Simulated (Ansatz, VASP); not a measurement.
Two plane-wave programs on BAs

```
B As
1.0
     0.00000    2.42826    2.42826
     2.42826    0.00000    2.42826
     2.42826    2.42826    0.00000
B As
1 1
Direct
  0.25000 0.25000 0.25000
  0.50000 0.50000 0.50000
```

Alike in both runs: task single point; functional PBE; k mesh 10 × 10 × 10; occupations gaussian, width 0.02 eV; no spin polarisation.

|  | VASP | Ansatz |
| --- | --- | --- |
| version | VASP 6.6.1 | Ansatz 0.2.0 |
| potentials or method | VASP PAW PBE potentials, release 64 (B, As), cutoff 520 eV | scalar-relativistic, plane waves, PAW |
| valence electrons in the cell | 8 | 18 |

VASP gave:

```
gap on the k mesh at the Fermi level (eV) : 1.23
least direct gap on the mesh (eV)         : 3.22
pressure (GPa)                            : -3.1
```

Problem. Which values does Ansatz return?

Solution. gap on the k mesh at the Fermi level (eV): 1.23; least direct gap on the mesh (eV): 3.22; pressure (GPa): -3.6.

VASP's potentials hold 8 valence electrons a cell and Ansatz's 18, so a difference there can come from the potentials and not from the codes.
